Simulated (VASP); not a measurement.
# Ir (I4/mmm) in VASP: notebook

The runs below take Ir through single point, with PBE.

Everything below comes from runs of VASP 6.6.1. Logs are shortened: lines on timing, memory, paths and dates and some standing lists are left out, and cuts for length are marked.

## 1. The cell of the first run

It takes space group I4/mmm (No. 139, tetragonal). Conventional cell: a = 2.715 Å, b = 2.715 Å, c = 3.743 Å, α = 90.00°, β = 90.00°, γ = 90.00°. Ir (site symmetry 4/mmm) has 12 Ir at 2.68 to 2.71 Å within 3.5 Å.

## 2. Single point, PBE (strain -0.0250 x Voigt [0, 0, 1, 0, 0, 0])

Contents of INCAR:

```
SYSTEM = Ir
  PREC = Accurate
  ENCUT = 520
  EDIFF = 1E-7
  ISMEAR = 0
  SIGMA = 0.15
  LREAL = .FALSE.
  LASPH = .TRUE.
  NELM = 60
  ALGO = Normal
  ISIF = 2
  LWAVE = .FALSE.
  LCHARG = .FALSE.
  GGA = PE
  NBANDS = 10
```

Contents of KPOINTS:

```
Automatic mesh
0
G
  22 22 22
  0 0 0
```

Contents of POSCAR:

```
Ir
1.0
    0.0000000000      1.9197000000      1.8717075000
    1.9197000000      0.0000000000      1.8717075000
    1.9197000000      1.9197000000      0.0000000000
Ir
1
Direct
    0.0000000000      0.0000000000      0.0000000000
```

Potentials or basis: VASP PAW PBE potentials, release 64 (Ir).

Launch:

```bash
cat potpaw_PBE.64/Ir/POTCAR > POTCAR
mpirun -np 1 vasp_std > vasp.out
```

OUTCAR:

```text
SYSTEM = Ir
   PREC = Accurate
   ENCUT = 520
   EDIFF = 1E-7
   ISMEAR = 0
   LREAL = .FALSE.
   LASPH = .TRUE.
   NELM = 60
   ISIF = 2
   GGA = PE

 ion  position               nearest neighbor table
   1  0.000  0.000  0.000-

  LATTYP: Found a body centered tetragonal cell.
 ALAT       =     2.7148657757
 C/A-ratio  =     1.3788582233

  Lattice vectors:

 A1 = (   0.0000000000,  -1.9197000000,  -1.8717075000)
 A2 = (   0.0000000000,   1.9197000000,  -1.8717075000)
 A3 = (   1.9197000000,   0.0000000000,   1.8717075000)

Analysis of symmetry for initial positions (statically):
=====================================================================
 Subroutine PRICEL returns:
 Original cell was already a primitive cell.

 Routine SETGRP: Setting up the symmetry group for a
 body centered tetragonal supercell.

 Subroutine GETGRP returns: Found 16 space group operations
 (whereof 16 operations were pure point group operations)
 out of a pool of 16 trial point group operations.

The static configuration has the point symmetry D_4h.

Analysis of symmetry for dynamics (positions and initial velocities):
=====================================================================
 Subroutine PRICEL returns:
 Original cell was already a primitive cell.

 Routine SETGRP: Setting up the symmetry group for a
 body centered tetragonal supercell.

 Subroutine GETGRP returns: Found 16 space group operations
 (whereof 16 operations were pure point group operations)
 out of a pool of 16 trial point group operations.

The dynamic configuration has the point symmetry D_4h.

 Subroutine INISYM returns: Found 16 space group operations
 (whereof 16 operations are pure point group operations),
 and found     1 'primitive' translations

----------------------------------------------------------------------------------------

                                     Primitive cell

  volume of cell :      13.7954

  direct lattice vectors                    reciprocal lattice vectors
     0.000000000  1.919700000  1.871707500    -0.260457363  0.260457363  0.267135757
     1.919700000  0.000000000  1.871707500     0.260457363 -0.260457363  0.267135757
     1.919700000  1.919700000  0.000000000     0.260457363  0.260457363 -0.267135757

  length of vectors
     2.681144729  2.681144729  2.714865776     0.455013834  0.455013834  0.455013834

  position of ions in fractional coordinates (direct lattice)
     0.000000000  0.000000000  0.000000000

  ion indices of the primitive-cell ions
   primitive index   ion index
                 1           1

----------------------------------------------------------------------------------------

 KPOINTS: Automatic mesh

Automatic generation of k-mesh.
 Grid dimensions read from file:
 generate k-points for:   22   22   22

 Generating k-lattice:

  Cartesian coordinates                     Fractional coordinates (reciprocal lattice)
    -0.011838971  0.011838971  0.012142534     0.045454545  0.000000000  0.000000000
     0.011838971 -0.011838971  0.012142534     0.000000000  0.045454545  0.000000000
     0.011838971  0.011838971 -0.012142534    -0.000000000 -0.000000000  0.045454545

  Length of vectors
     0.020682447  0.020682447  0.020682447

  Shift w.r.t. Gamma in fractional coordinates (k-lattice)
     0.000000000  0.000000000  0.000000000

 Subroutine IBZKPT returns following result:
 ===========================================

 Found    834 irreducible k-points:

 Following reciprocal coordinates:
            Coordinates               Weight
  0.000000  0.000000  0.000000      1.000000
  0.045455 -0.000000  0.000000      8.000000
  0.090909 -0.000000  0.000000      8.000000
  0.136364  0.000000  0.000000      8.000000
  0.181818  0.000000  0.000000      8.000000
  0.227273 -0.000000  0.000000      8.000000
[... 16 lines left out ...]
  0.500000  0.045455  0.000000      8.000000
 -0.454545  0.045455  0.000000      8.000000
 [... further k-points ...]
   k-points           NKPTS =    834   k-points in BZ     NKDIM =    834   number of bands    NBANDS=     10
   number of dos      NEDOS =    301   number of ions     NIONS =      1
   total plane-waves  NPLWV =   8000
   dimension x,y,z NGX =    20 NGY =   20 NGZ =   20
   dimension x,y,z NGXF=    40 NGYF=   40 NGZF=   40
   ions per type =               1
   NGX,Y,Z   is equivalent  to a cutoff of  12.40, 12.40, 12.25 a.u.
   NGXF,Y,Z  is equivalent  to a cutoff of  24.80, 24.80, 24.49 a.u.
 SYSTEM =  Ir
   PREC   = accura    normal or accurate (medium, high low for compatibility)
   ISTART =      0    job   : 0-new  1-cont  2-samecut
   ICHARG =      2    charge: 1-file 2-atom 10-const
   ISPIN  =      1    spin polarized calculation?
   LNONCOLLINEAR =      F non collinear calculations
   LSORBIT =      F    spin-orbit coupling
   LASPH  =      T    aspherical Exc in radial PAW
   ENCUT  =  520.0 eV  38.22 Ry    6.18 a.u.   4.99  4.99  5.05*2*pi/ulx,y,z
   NELM   =     60;   NELMIN=  2; NELMDL= -5     # of ELM steps
   EDIFF  = 0.1E-06   stopping-criterion for ELM
   LREAL  =      F    real-space projection
   EDIFFG = 0.1E-05   stopping-criterion for IOM
   NSW    =      0    number of steps for IOM
   IBRION =     -1    ionic relax: 0-MD 1-quasi-New 2-CG
   NFREE  =      0    steps in history (QN), initial steepest desc. (CG)
   ISIF   =      2    stress and relaxation
   ISYM   =      2    0-nonsym 1-usesym 2-fastsym
   POTIM  = 0.5000    time-step for ionic-motion
   TEBEG  =    0.0;   TEEND  =   0.0 temperature during run
   PSTRESS=    0.0 pullay stress
   NELECT =       9.0000    total number of electrons
   NUPDOWN=      -1.0000    fix difference up-down
   EMIN   =  10.00;   EMAX   =-10.00  energy-range for DOS
   EFERMI =   0.00;   METHOD = LEGACY
   ISMEAR =     0;   SIGMA  =   0.15  broadening in eV -4-tet -1-fermi 0-gaus
   EFERMI_NEDOS =   21; number of points for ismear=-14 and -15
   IALGO  =     38    algorithm
   IMIX   =      4    mixing-type and parameters
     AMIX     =   0.40;   BMIX     =  1.00
     AMIX_MAG =   1.60;   BMIX_MAG =  1.00
  volume/ion in A,a.u.               =      13.80        93.10
  Fermi-wavevector in a.u.,A,eV,Ry     =   1.419855  2.683138 27.429198  2.015989
  Thomas-Fermi vector in A             =   2.540832
   LORBIT       =      0    0 simple, 1 ext, 2 COOP (PROOUT), +10 PAW based schemes
   GGA     = PE    functional components
   LHFCALC =     F    Hartree Fock is set to
   AEXX    =    0.0000 exact exchange contribution
   IVDW    =     0    specifies the selected vdW correction
   LEPSILON=     F    determine dielectric tensor
   LRPA    =     F    only Hartree local field effects (RPA)
 non-spin polarized calculation
 Gauss-broadening in eV      SIGMA  =   0.15
  energy-cutoff  :      520.00
  volume of cell :       13.80
 maximum number of plane-waves:       386
   NGX =  9   NGY =  9   NGZ =  9

 number of electron       9.0000001 magnetization

 Free energy of the ion-electron system (eV)
  ---------------------------------------------------
  ext. energy  EPLUGINS =         0.00000000
  ---------------------------------------------------
  free energy    TOTEN  =        -8.80081927 eV

  energy without entropy =       -8.78910852  energy(sigma->0) =       -8.79496390

 E-fermi :  10.8219     XC(G=0): -14.1385

 val. band max:       10.8210975441   @ k =   0.3182   0.2727   0.0455
 cond. band min:      10.8225011617   @ k =   0.3182   0.2273   0.0909
 fundamental gap:      0.0014036176
 Fermi energy:        10.8218605498

 k-point     1 :       0.0000    0.0000    0.0000
  band No.  band energies     occupation
      1      -0.5437      2.00000
      2       6.7055      2.00000
      3       6.7055      2.00000
      4       7.0400      2.00000
      5       9.3827      2.00000
      6       9.8290      2.00000
      7      25.1332      0.00000
      8      30.5789      0.00000
      9      30.5789      0.00000
     10      31.4390      0.00000

 k-point     2 :       0.0455   -0.0000    0.0000
  band No.  band energies     occupation
      1      -0.4488      2.00000
      2       6.6831      2.00000
      3       6.7475      2.00000
      4       7.0518      2.00000
      5       9.3586      2.00000
      6       9.7967      2.00000
      7      25.3004      0.00000
      8      30.2205      0.00000
      9      30.7353      0.00000
     10      31.4188      0.00000

 k-point     3 :       0.0909   -0.0000    0.0000
  band No.  band energies     occupation
      1      -0.1705      2.00000
      2       6.5840      2.00000
      3       6.8617      2.00000
      4       7.1253      2.00000
      5       9.3021      2.00000
      6       9.7143      2.00000
      7      25.7747      0.00000
      8      29.1796      0.00000
      9      31.1953      0.00000
     10      31.7884      0.00000

 k-point     4 :       0.1364    0.0000    0.0000
  band No.  band energies     occupation
      1       0.2693      2.00000
      2       6.4185      2.00000
      3       7.0097      2.00000
      4       7.2634      2.00000
      5       9.2628      2.00000
      6       9.6252      2.00000
      7      26.4557      0.00000
      8      27.9506      0.00000
      9      31.9319      0.00000
     10      32.5101      0.00000

 k-point     5 :       0.1818    0.0000    0.0000
  band No.  band energies     occupation
      1       0.8275      2.00000
      2       6.2647      2.00000
      3       7.1239      2.00000
      4       7.3985      2.00000
      5       9.3205      2.00000
      6       9.6030      2.00000
      7      26.5344      0.00000
      8      27.3706      0.00000
      9      32.9015      0.00000
     10      33.4770      0.00000

 k-point     6 :       0.2273   -0.0000    0.0000
  band No.  band energies     occupation
      1       1.4270      2.00000
      2       6.2272      2.00000
      3       7.1390      2.00000
      4       7.4525      2.00000
      5       9.5484      2.00000
      6       9.7289      2.00000
      7      25.3614      0.00000
      8      27.7804      0.00000
      9      34.0292      0.00000
     10      34.5740      0.00000
[... 183 lines left out ...]
 k-point    21 :       0.4091    0.0455    0.0000
  band No.  band energies     occupation
      1       2.5684      2.00000
      2       6.7526      2.00000
      3       6.9518      2.00000
      4       8.2322      2.00000
      5      11.2662      0.00003
      6      11.5278      0.00000
      7      20.3924      0.00000
      8      25.5227      0.00000
      9      31.3521      0.00000
     10      32.5251      0.00000

 k-point    22 :       0.4545    0.0455    0.0000
  band No.  band energies     occupation
      1       2.5694      2.00000
      2       6.6490      2.00000
      3       6.8481      2.00000
      4       9.0696      2.00000
      5      11.7987      0.00000
      6      11.8179      0.00000
      7      19.1127      0.00000
      8      25.0566      0.00000
      9      30.7254      0.00000
     10      31.5653      0.00000

 k-point    23 :       0.5000    0.0455    0.0000
  band No.  band energies     occupation
      1       2.5608      2.00000
      2       6.5943      2.00000
      3       6.8007      2.00000
      4       9.5655      2.00000
      5      11.8981      0.00000
      6      12.1385      0.00000
      7      18.3930      0.00000
      8      24.8505      0.00000
      9      30.5497      0.00000
     10      30.9901      0.00000

 k-point    24 :      -0.4545    0.0455    0.0000
  band No.  band energies     occupation
      1       2.5637      2.00000
      2       6.5957      2.00000
      3       6.8144      2.00000
      4       9.4944      2.00000
      5      11.7444      0.00000
      6      12.1388      0.00000
      7      18.5733      0.00000
      8      24.8916      0.00000
      9      30.8548      0.00000
     10      30.8667      0.00000

 [... further k-points ...]

------------------------ aborting loop because EDIFF is reached ----------------------------------------

  FORCE on cell =-STRESS in cart. coord.  units (eV):
  Direction    XX          YY          ZZ          XY          YZ          ZX
  --------------------------------------------------------------------------------------
  -------------------------------------------------------------------------------------
  Total        1.4917465      1.4917465      2.3463781      0.0000000     -0.0000000      0.0000000
  in kB      173.2490648    173.2490648    272.5046264      0.0000000     -0.0000000      0.0000000
  external PRESSURE =     206.3342520 kB  Pullay stress =       0.0000000 kB

 VOLUME and BASIS-vectors are now :
 -----------------------------------------------------------------------------
  energy-cutoff  :      520.00
  volume of cell :       13.80
      direct lattice vectors                 reciprocal lattice vectors
     0.000000000  1.919700000  1.871707500    -0.260457363  0.260457363  0.267135757
     1.919700000  0.000000000  1.871707500     0.260457363 -0.260457363  0.267135757
     1.919700000  1.919700000  0.000000000     0.260457363  0.260457363 -0.267135757

 POSITION                                       TOTAL-FORCE (eV/Angst)
 -----------------------------------------------------------------------------------
      0.00000      0.00000      0.00000         0.000000     -0.000000      0.000000
 -----------------------------------------------------------------------------------
    total drift:                                0.000000      0.000000     -0.000000

  FREE ENERGIE OF THE ION-ELECTRON SYSTEM (eV)
  ---------------------------------------------------
  free  energy   TOTEN  =        -8.8008192733 eV

  energy  without entropy=       -8.7891085198  energy(sigma->0) =       -8.79496390
```

It took 61 s on 1 thread of Intel Xeon 6975P-C, shared host; peak memory 0.23 GiB.

Results:

| Item | Value |
| --- | --- |
| Free energy | -8.8008 eV |
| Pressure | 20.6 GPa |

Levels at points of the mesh, in eV from the Fermi level:
```tsv
k point	band 1	band 2	band 3	band 4	band 5	band 6	band 7	band 8
(0.00, 0.00, 0.00)	-11.37	-4.12	-4.12	-3.78	-1.44	-0.99	14.31	19.76
(0.50, 0.00, 0.00)	-8.34	-4.30	-3.94	-0.80	0.87	1.07	7.57	13.84
(0.50, 0.50, 0.00)	-8.16	-7.61	0.92	1.60	1.60	2.10	11.37	11.55
(0.50, 0.00, 0.50)	-8.19	-7.58	0.94	1.40	1.55	1.73	10.67	11.86
```

Caveat: the cell differs from its parent crystal (strain -0.0250 x Voigt [0, 0, 1, 0, 0, 0]); spin-orbit coupling is left out, which moves the levels of the heavy elements.

(Part 1 of 2 ends here.)
